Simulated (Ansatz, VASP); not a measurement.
**ZnSe: VASP beside Ansatz**

Contents of INCAR:

```
SYSTEM = ZnSe
PREC     = Accurate       ! precision mode
ENCUT    = 500            ! plane-wave cutoff, eV
EDIFF    = 1E-6           ! SCF threshold, eV
ISMEAR   = -1             ! smearing method
SIGMA    = 0.05           ! smearing width, eV
LREAL    = .FALSE.        ! projectors in reciprocal space
LASPH    = .TRUE.         ! aspherical terms in the spheres
NELM     = 120            ! most SCF steps
ALGO     = Normal         ! electronic algorithm
ISIF     = 2              ! what is computed and relaxed
LWAVE    = .FALSE.        ! write WAVECAR
LCHARG   = .FALSE.        ! write CHGCAR
GGA      = LIBXC          ! functional
LIBXC1   = GGA_X_B88    
LIBXC2   = GGA_C_PBE    
NBANDS   = 16             ! bands
GGA_COMPAT= .FALSE.
```

Contents of KPOINTS:

```
Automatic mesh
0
G
  8 8 8
  0 0 0
```

File POSCAR:

```
ZnSe
1.0
    0.0000000000      2.8338000000      2.8338000000
    2.8338000000      0.0000000000      2.8338000000
    2.8338000000      2.8338000000      0.0000000000
Se Zn
1 1
Direct
    0.7500000000      0.7500000000      0.7500000000
    0.0000000000      0.0000000000      0.0000000000
```

input.yaml

```yaml
crystal:
  lattice:
    - [0.0, 2.8338, 2.8338]
    - [2.8338, 0.0, 2.8338]
    - [2.8338, 2.8338, 0.0]
  atoms:
    - { symbol: Se, position: [0.75, 0.75, 0.75] }
    - { symbol: Zn, position: [0.0, 0.0, 0.0] }
hamiltonian:
  xc: { exchange: b88, correlation: pbe }
  pseudopotentials: { kind: paw }
kpoints:
  mp_grid: { grid: [8, 8, 8] }
scf:
  occupations: { method: fermi_dirac, width: 0.05 }
output:
  forces: true
  stress: true
  eigenvalues: true
```

Alike in both runs: task single point; functional b88 exchange, pbe correlation; k mesh 8 × 8 × 8; occupations fermi-dirac, width 0.05 eV; no spin polarisation.

```csv
,VASP,Ansatz
version,VASP 6.6.1,Ansatz 0.2.0
potentials or method,"VASP PAW PBE potentials, release 64 (Se, Zn)",Ansatz PAW
plane-wave cutoff (eV),500,420
valence electrons in the cell,18,28
```

|  | VASP | Ansatz | Ansatz less VASP |
| --- | --- | --- | --- |
| gap on the k mesh at the Fermi level (eV) | 1.29 | 1.28 | -0.004 |
| least direct gap on the mesh (eV) | 1.29 | 1.28 | -0.004 |
| pressure (GPa) | 2.2 | 2.0 | -0.22 |

VASP's potentials were made for PBE, not for b88 exchange, pbe correlation. The functional is the same, so the differences come from potentials, cutoffs and numerics. VASP's potentials hold 18 valence electrons a cell and Ansatz's 28, so a difference there can come from the potentials and not from the codes.
